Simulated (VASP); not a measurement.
# ZrOs (Pm-3m) in VASP: notebook

Runs on ZrOs. Level: LDA. Tasks: single point.

Program: VASP 6.6.1. These are calculated values, not measurements. Logs are shortened: lines on timing, memory, paths and dates and some standing lists are left out, and cuts for length are marked.

**1. The cell of the first run**

It takes space group Pm-3m (No. 221, cubic). The conventional cell has a = 3.285 Å, b = 3.285 Å, c = 3.285 Å, α = 90.00°, β = 90.00°, γ = 90.00°. Zr (site symmetry m-3m) has 8 Os at 2.84 Å and 6 Zr at 3.28 Å within 3.7 Å. Within 3.7 Å of Os (site symmetry m-3m) lie 8 Zr at 2.84 Å and 6 Os at 3.28 Å.

**2. Single point, LDA (17.72 Å³/atom)**

Contents of INCAR:

```
SYSTEM = ZrOs
PREC     = Accurate       ! precision mode
ENCUT    = 520            ! plane-wave cutoff, eV
EDIFF    = 1E-7           ! SCF threshold, eV
ISMEAR   = -1             ! smearing method
SIGMA    = 0.03           ! smearing width, eV
LREAL    = .FALSE.        ! projectors in reciprocal space
LASPH    = .TRUE.         ! aspherical terms in the spheres
NELM     = 100            ! most SCF steps
ALGO     = Normal         ! electronic algorithm
ISIF     = 2              ! what is computed and relaxed
LWAVE    = .FALSE.        ! write WAVECAR
LCHARG   = .FALSE.        ! write CHGCAR
GGA      = CA             ! functional
NBANDS   = 17             ! bands
```

Contents of KPOINTS:

```
Automatic mesh
0
G
  13 13 13
  0 0 0
```

Contents of POSCAR:

```
ZrOs
1.0
    3.2846099013      0.0000000000      0.0000000000
    0.0000000000      3.2846099013      0.0000000000
    0.0000000000      0.0000000000      3.2846099013
Zr Os
1 1
Direct
    0.5000000000      0.5000000000      0.5000000000
    0.0000000000      0.0000000000      0.0000000000
```

Potentials or basis: VASP PAW LDA potentials, release 64 (Zr_sv, Os).

Launch:

```
$ cat potpaw_LDA.64/Zr_sv/POTCAR potpaw_LDA.64/Os/POTCAR > POTCAR
$ mpirun -np 1 vasp_std > vasp.out
```

OUTCAR:

```text
SYSTEM = ZrOs
   PREC = Accurate
   ENCUT = 520
   EDIFF = 1E-7
   ISMEAR = -1
   LREAL = .FALSE.
   LASPH = .TRUE.
   NELM = 100
   ISIF = 2
   GGA = CA

 ion  position               nearest neighbor table
   1  0.500  0.500  0.500-   2 2.84   2 2.84   2 2.84   2 2.84   2 2.84   2 2.84   2 2.84   2 2.84

   2  0.000  0.000  0.000-   1 2.84   1 2.84   1 2.84   1 2.84   1 2.84   1 2.84   1 2.84   1 2.84

  LATTYP: Found a simple cubic cell.
 ALAT       =     3.2846099013

  Lattice vectors:

 A1 = (   3.2846099013,   0.0000000000,   0.0000000000)
 A2 = (   0.0000000000,   3.2846099013,   0.0000000000)
 A3 = (   0.0000000000,   0.0000000000,   3.2846099013)

Analysis of symmetry for initial positions (statically):
=====================================================================
 Subroutine PRICEL returns:
 Original cell was already a primitive cell.

 Routine SETGRP: Setting up the symmetry group for a
 simple cubic supercell.

 Subroutine GETGRP returns: Found 48 space group operations
 (whereof 48 operations were pure point group operations)
 out of a pool of 48 trial point group operations.

The static configuration has the point symmetry O_h .

Analysis of symmetry for dynamics (positions and initial velocities):
=====================================================================
 Subroutine PRICEL returns:
 Original cell was already a primitive cell.

 Routine SETGRP: Setting up the symmetry group for a
 simple cubic supercell.

 Subroutine GETGRP returns: Found 48 space group operations
 (whereof 48 operations were pure point group operations)
 out of a pool of 48 trial point group operations.

The dynamic configuration has the point symmetry O_h .

 Subroutine INISYM returns: Found 48 space group operations
 (whereof 48 operations are pure point group operations),
 and found     1 'primitive' translations

----------------------------------------------------------------------------------------

                                     Primitive cell

  volume of cell :      35.4365

  direct lattice vectors                    reciprocal lattice vectors
     3.284609901  0.000000000  0.000000000     0.304450157  0.000000000  0.000000000
     0.000000000  3.284609901  0.000000000     0.000000000  0.304450157  0.000000000
     0.000000000  0.000000000  3.284609901     0.000000000  0.000000000  0.304450157

  length of vectors
     3.284609901  3.284609901  3.284609901     0.304450157  0.304450157  0.304450157

  position of ions in fractional coordinates (direct lattice)
     0.500000000  0.500000000  0.500000000
     0.000000000  0.000000000  0.000000000

  ion indices of the primitive-cell ions
   primitive index   ion index
                 1           1
                 2           2

----------------------------------------------------------------------------------------

 KPOINTS: Automatic mesh

Automatic generation of k-mesh.
 Grid dimensions read from file:
 generate k-points for:   13   13   13

 Generating k-lattice:

  Cartesian coordinates                     Fractional coordinates (reciprocal lattice)
     0.023419243  0.000000000  0.000000000     0.076923077  0.000000000  0.000000000
     0.000000000  0.023419243  0.000000000     0.000000000  0.076923077  0.000000000
     0.000000000  0.000000000  0.023419243     0.000000000  0.000000000  0.076923077

  Length of vectors
     0.023419243  0.023419243  0.023419243

  Shift w.r.t. Gamma in fractional coordinates (k-lattice)
     0.000000000  0.000000000  0.000000000

 Subroutine IBZKPT returns following result:
 ===========================================

 Found     84 irreducible k-points:

 Following reciprocal coordinates:
            Coordinates               Weight
  0.000000  0.000000  0.000000      1.000000
  0.076923  0.000000  0.000000      6.000000
  0.153846  0.000000  0.000000      6.000000
  0.230769  0.000000  0.000000      6.000000
  0.307692  0.000000  0.000000      6.000000
  0.384615  0.000000  0.000000      6.000000
[... 16 lines left out ...]
  0.307692  0.307692  0.000000     12.000000
  0.384615  0.307692  0.000000     24.000000
 [... further k-points ...]
   k-points           NKPTS =     84   k-points in BZ     NKDIM =     84   number of bands    NBANDS=     17
   number of dos      NEDOS =    301   number of ions     NIONS =      2
   total plane-waves  NPLWV =  13824
   dimension x,y,z NGX =    24 NGY =   24 NGZ =   24
   dimension x,y,z NGXF=    48 NGYF=   48 NGZF=   48
   ions per type =               1   1
   NGX,Y,Z   is equivalent  to a cutoff of  12.15, 12.15, 12.15 a.u.
   NGXF,Y,Z  is equivalent  to a cutoff of  24.29, 24.29, 24.29 a.u.
 SYSTEM =  ZrOs
   PREC   = accura    normal or accurate (medium, high low for compatibility)
   ISTART =      0    job   : 0-new  1-cont  2-samecut
   ICHARG =      2    charge: 1-file 2-atom 10-const
   ISPIN  =      1    spin polarized calculation?
   LNONCOLLINEAR =      F non collinear calculations
   LSORBIT =      F    spin-orbit coupling
   LASPH  =      T    aspherical Exc in radial PAW
   ENCUT  =  520.0 eV  38.22 Ry    6.18 a.u.   6.11  6.11  6.11*2*pi/ulx,y,z
   NELM   =    100;   NELMIN=  2; NELMDL= -5     # of ELM steps
   EDIFF  = 0.1E-06   stopping-criterion for ELM
   LREAL  =      F    real-space projection
   EDIFFG = 0.1E-05   stopping-criterion for IOM
   NSW    =      0    number of steps for IOM
   IBRION =     -1    ionic relax: 0-MD 1-quasi-New 2-CG
   NFREE  =      0    steps in history (QN), initial steepest desc. (CG)
   ISIF   =      2    stress and relaxation
   ISYM   =      2    0-nonsym 1-usesym 2-fastsym
   POTIM  = 0.5000    time-step for ionic-motion
   TEBEG  =    0.0;   TEEND  =   0.0 temperature during run
   PSTRESS=    0.0 pullay stress
   NELECT =      20.0000    total number of electrons
   NUPDOWN=      -1.0000    fix difference up-down
   EMIN   =  10.00;   EMAX   =-10.00  energy-range for DOS
   EFERMI =   0.00;   METHOD = LEGACY
   ISMEAR =    -1;   SIGMA  =   0.03  broadening in eV -4-tet -1-fermi 0-gaus
   EFERMI_NEDOS =   21; number of points for ismear=-14 and -15
   IALGO  =     38    algorithm
   IMIX   =      4    mixing-type and parameters
     AMIX     =   0.40;   BMIX     =  1.00
     AMIX_MAG =   1.60;   BMIX_MAG =  1.00
  volume/ion in A,a.u.               =      17.72       119.57
  Fermi-wavevector in a.u.,A,eV,Ry     =   1.352906  2.556622 24.903495  1.830355
  Thomas-Fermi vector in A             =   2.480206
   LORBIT       =      0    0 simple, 1 ext, 2 COOP (PROOUT), +10 PAW based schemes
   GGA     = CA    functional components
   LHFCALC =     F    Hartree Fock is set to
   AEXX    =    0.0000 exact exchange contribution
   IVDW    =     0    specifies the selected vdW correction
   LEPSILON=     F    determine dielectric tensor
   LRPA    =     F    only Hartree local field effects (RPA)
 non-spin polarized calculation
  energy-cutoff  :      520.00
  volume of cell :       35.44
 maximum number of plane-waves:       970
   NGX = 13   NGY = 13   NGZ = 13

 number of electron      20.0000000 magnetization

 Free energy of the ion-electron system (eV)
  ---------------------------------------------------
  ext. energy  EPLUGINS =         0.00000000
  ---------------------------------------------------
  free energy    TOTEN  =       -23.00700216 eV

  energy without entropy =      -23.00469544  energy(sigma->0) =      -23.00584880

 E-fermi :   9.4239     XC(G=0): -12.7271

 val. band max:        9.4003671798   @ k =   0.4615   0.4615   0.1538
 cond. band min:       9.4678851537   @ k =   0.4615   0.4615   0.0769
 fundamental gap:      0.0675179739
 Fermi energy:         9.4239078898

 k-point     1 :       0.0000    0.0000    0.0000
  band No.  band energies     occupation
      1     -39.1122      2.00000
      2     -17.1212      2.00000
      3     -17.1212      2.00000
      4     -17.1212      2.00000
      5       1.5886      2.00000
      6       4.3785      2.00000
[... 9 lines left out ...]
     16      17.4069      0.00000
     17      17.4069      0.00000

 k-point     2 :       0.0769    0.0000    0.0000
  band No.  band energies     occupation
      1     -39.1098      2.00000
      2     -17.1506      2.00000
      3     -17.1201      2.00000
      4     -17.1201      2.00000
      5       1.7159      2.00000
      6       4.4375      2.00000
[... 9 lines left out ...]
     16      16.9935      0.00000
     17      18.0574      0.00000

 k-point     3 :       0.1538    0.0000    0.0000
  band No.  band energies     occupation
      1     -39.1030      2.00000
      2     -17.2311      2.00000
      3     -17.1170      2.00000
      4     -17.1170      2.00000
      5       2.0863      2.00000
      6       4.6122      2.00000
[... 9 lines left out ...]
     16      16.0416      0.00000
     17      19.4080      0.00000

 k-point     4 :       0.2308    0.0000    0.0000
  band No.  band energies     occupation
      1     -39.0934      2.00000
      2     -17.3426      2.00000
      3     -17.1126      2.00000
      4     -17.1126      2.00000
      5       2.6660      2.00000
      6       4.8933      2.00000
[... 9 lines left out ...]
     16      15.0619      0.00000
     17      21.0028      0.00000

 k-point     5 :       0.3077    0.0000    0.0000
  band No.  band energies     occupation
      1     -39.0831      2.00000
      2     -17.4586      2.00000
      3     -17.1079      2.00000
      4     -17.1079      2.00000
      5       3.3942      2.00000
      6       5.2600      2.00000
[... 9 lines left out ...]
     16      14.5519      0.00000
     17      22.7126      0.00000

 k-point     6 :       0.3846    0.0000    0.0000
  band No.  band energies     occupation
      1     -39.0746      2.00000
      2     -17.5529      2.00000
      3     -17.1040      2.00000
      4     -17.1040      2.00000
      5       4.1639      2.00000
      6       5.6625      2.00000
[... 9 lines left out ...]
     16      14.6401      0.00000
     17      23.7659      0.00000

 k-point     7 :       0.4615    0.0000    0.0000
  band No.  band energies     occupation
      1     -39.0698      2.00000
      2     -17.6055      2.00000
      3     -17.1018      2.00000
      4     -17.1018      2.00000
      5       4.7530      2.00000
      6       5.9727      2.00000
[... 9 lines left out ...]
     16      14.8852      0.00000
     17      22.8719      0.00000

 k-point     8 :       0.0769    0.0769    0.0000
  band No.  band energies     occupation
      1     -39.1074      2.00000
      2     -17.1540      2.00000
      3     -17.1444      2.00000
      4     -17.1189      2.00000
      5       1.8399      2.00000
      6       4.5141      2.00000
[... 9 lines left out ...]
     16      17.3430      0.00000
     17      17.8830      0.00000
[... 203 lines left out ...]
      1     -39.0765      2.00000
      2     -17.3373      2.00000
      3     -17.2951      2.00000
      4     -17.0976      2.00000
      5       3.4202      2.00000
      6       5.2255      2.00000
[... 9 lines left out ...]
     16      16.5282      0.00000
     17      18.9296      0.00000

 k-point    20 :       0.3077    0.2308    0.0000
  band No.  band energies     occupation
      1     -39.0673      2.00000
      2     -17.4263      2.00000
      3     -17.2988      2.00000
      4     -17.0895      2.00000
      5       3.8455      2.00000
      6       5.3300      2.00000
[... 9 lines left out ...]
     16      15.8155      0.00000
     17      19.5649      0.00000

 k-point    21 :       0.3846    0.2308    0.0000
  band No.  band energies     occupation
      1     -39.0597      2.00000
      2     -17.5113      2.00000
      3     -17.2893      2.00000
      4     -17.0827      2.00000
      5       4.2172      2.00000
      6       5.3587      2.00000
[... 9 lines left out ...]
     16      15.1519      0.00000
     17      20.4064      0.00000

 k-point    22 :       0.4615    0.2308    0.0000
  band No.  band energies     occupation
      1     -39.0554      2.00000
      2     -17.5592      2.00000
      3     -17.2834      2.00000
      4     -17.0789      2.00000
      5       4.4521      2.00000
      6       5.3185      2.00000
[... 9 lines left out ...]
     16      14.9098      0.00000
     17      21.0341      0.00000

 k-point    23 :       0.3077    0.3077    0.0000
  band No.  band energies     occupation
      1     -39.0587      2.00000
      2     -17.4225      2.00000
      3     -17.3857      2.00000
      4     -17.0795      2.00000
      5       4.0132      2.00000
      6       5.2327      2.00000
[... 9 lines left out ...]
     16      15.6837      0.00000
     17      19.2820      0.00000

 k-point    24 :       0.3846    0.3077    0.0000
  band No.  band energies     occupation
      1     -39.0516      2.00000
      2     -17.4891      2.00000
      3     -17.3865      2.00000
      4     -17.0712      2.00000
      5       4.1202      2.00000
      6       5.0921      2.00000
[... 9 lines left out ...]
     16      15.1410      0.00000
     17      19.6627      0.00000

 [... further k-points ...]

------------------------ aborting loop because EDIFF is reached ----------------------------------------

  FORCE on cell =-STRESS in cart. coord.  units (eV):
  Direction    XX          YY          ZZ          XY          YZ          ZX
  --------------------------------------------------------------------------------------
  -------------------------------------------------------------------------------------
  Total       -2.4507645     -2.4507645     -2.4507645      0.0000000     -0.0000000      0.0000000
  in kB     -110.8053620   -110.8053620   -110.8053620      0.0000000     -0.0000000      0.0000000
  external PRESSURE =    -110.8053620 kB  Pullay stress =       0.0000000 kB

 VOLUME and BASIS-vectors are now :
 -----------------------------------------------------------------------------
  energy-cutoff  :      520.00
  volume of cell :       35.44
      direct lattice vectors                 reciprocal lattice vectors
     3.284609901  0.000000000  0.000000000     0.304450157  0.000000000  0.000000000
     0.000000000  3.284609901  0.000000000     0.000000000  0.304450157  0.000000000
     0.000000000  0.000000000  3.284609901     0.000000000  0.000000000  0.304450157

 POSITION                                       TOTAL-FORCE (eV/Angst)
 -----------------------------------------------------------------------------------
      1.64230      1.64230      1.64230         0.000000      0.000000      0.000000
      0.00000      0.00000      0.00000         0.000000      0.000000      0.000000
 -----------------------------------------------------------------------------------
    total drift:                                0.000000     -0.000000     -0.000000

  FREE ENERGIE OF THE ION-ELECTRON SYSTEM (eV)
  ---------------------------------------------------
  free  energy   TOTEN  =       -23.0070021554 eV

  energy  without entropy=      -23.0046954385  energy(sigma->0) =      -23.00584880
```

Wall time 11 s (1 thread of Intel Xeon 6975P-C (Granite Rapids), shared host); peak memory 0.17 GiB.

Results:

- Free energy: -23.0070 eV
- Pressure: -11.1 GPa
- Band gap on the k mesh: zero (bands 10 and 11 overlap by 0.97 eV)

Levels at points of the mesh, in eV from the Fermi level:
```tsv
k point	band 6	band 7	band 8	band 9	band 10	band 11	band 12	band 13	band 14	band 15
(0.00, 0.00, 0.00)	-5.05	-5.05	-1.55	-1.55	-1.55	2.05	2.05	5.06	5.06	5.06
```

Caveat: the cell stands under tension; spin-orbit coupling is left out, which moves the levels of the heavy elements.

**3. Single point, LDA (18.07 Å³/atom)**

This run uses another cell than the first one, of 18.07 Å³/atom.

Contents of INCAR:

```
ALGO = Normal
EDIFF = 1E-6
ENCUT = 520
GGA = CA
ISIF = 2
ISMEAR = -1
LASPH = T
LCHARG = F
LREAL = F
LWAVE = F
NBANDS = 17
NELM = 100
PREC = Accurate
SIGMA = 0.03
```

Contents of KPOINTS:

```
k-points
0
Gamma
  13 13 13
```

Contents of POSCAR:

```
ZrOs
1.0
    3.3059391347      0.0000000000      0.0000000000
    0.0000000000      3.3059391347      0.0000000000
    0.0000000000      0.0000000000      3.3059391347
Zr Os
1 1
Direct
    0.5000000000      0.5000000000      0.5000000000
    0.0000000000      0.0000000000      0.0000000000
```

Potentials or basis: VASP PAW LDA potentials, release 64 (Zr_sv, Os).

Launch:

```
$ cat potpaw_LDA.64/Zr_sv/POTCAR potpaw_LDA.64/Os/POTCAR > POTCAR
$ mpirun -np 1 vasp_std > vasp.out
```

Wall time 18 s (1 thread of Intel Xeon 6975P-C (Granite Rapids), shared host); peak memory 0.18 GiB.

The run converged. Its results:

```yaml
Free_energy: -22.9518 eV
Pressure: -14.6 GPa
Band_gap_on_the_k_mesh: zero (bands 10 and 11 overlap by 0.93 eV)
```

Levels at points of the mesh, in eV from the Fermi level:
| k point | band 7 | band 8 | band 9 | band 10 | band 11 | band 12 | band 13 | band 14 |
| --- | --- | --- | --- | --- | --- | --- | --- | --- |
| (0.00, 0.00, 0.00) | -4.90 | -1.50 | -1.50 | -1.50 | 2.02 | 2.02 | 4.94 | 4.94 |

Caveat: the cell stands under tension; spin-orbit coupling is left out, which moves the levels of the heavy elements.

**4. Single point, LDA (18.41 Å³/atom)**

This run uses another cell than the first one, of 18.41 Å³/atom.

Contents of INCAR:

```
ALGO = Normal
EDIFF = 1E-7
ENCUT = 520
ISIF = 2
ISMEAR = -1
LASPH = True
LCHARG = False
LREAL = False
LWAVE = False
NBANDS = 17
NELM = 60
PREC = Accurate
SIGMA = 0.03
```

KPOINTS is that of step 3.

Contents of POSCAR:

```
ZrOs
1.0
    3.3269966396      0.0000000000      0.0000000000
    0.0000000000      3.3269966396      0.0000000000
    0.0000000000      0.0000000000      3.3269966396
Zr Os
1 1
Direct
    0.5000000000      0.5000000000      0.5000000000
    0.0000000000      0.0000000000      0.0000000000
```

Launch:

```
$ cat potpaw_LDA.64/Zr_sv/POTCAR potpaw_LDA.64/Os/POTCAR > POTCAR
$ mpirun -np 1 vasp_std > vasp.out
```

Run time: 20 s. Hardware: 1 thread of Intel Xeon 6975P-C (Granite Rapids), shared host; peak memory 0.18 GiB.

It converged, with:

```yaml
Free_energy: -22.8823 eV
Pressure: -17.7 GPa
Band_gap_on_the_k_mesh: zero (bands 10 and 11 overlap by 0.89 eV)
```

Levels at points of the mesh, in eV from the Fermi level:
```
           k point  band 7  band 8  band 9  band 10  band 11  band 12  band 13  band 14
(0.00, 0.00, 0.00)   -4.76   -1.46   -1.46    -1.46     1.99     1.99     4.83     4.83
```

Caveat: the cell stands under tension; spin-orbit coupling is left out, which moves the levels of the heavy elements.

**5. The runs side by side**

| cell | gap on the mesh (eV) | pressure (GPa) |
| --- | --- | --- |
| a = 3.285 Å, 2 atoms | none | -11.1 |
| a = 3.306 Å, 2 atoms | none | -14.6 |
| a = 3.327 Å, 2 atoms | none | -17.7 |

Alike in all rows: task single point; level LDA; potentials or basis VASP PAW LDA potentials, release 64 (Zr_sv, Os); no spin polarisation; k mesh 13 × 13 × 13; cutoff (eV) 520; smearing fermi-dirac 0.03 eV.

Caveats: the cell stands under tension; spin-orbit coupling is left out, which moves the levels of the heavy elements.

Absolute energies hang on the potentials; compare differences alone.
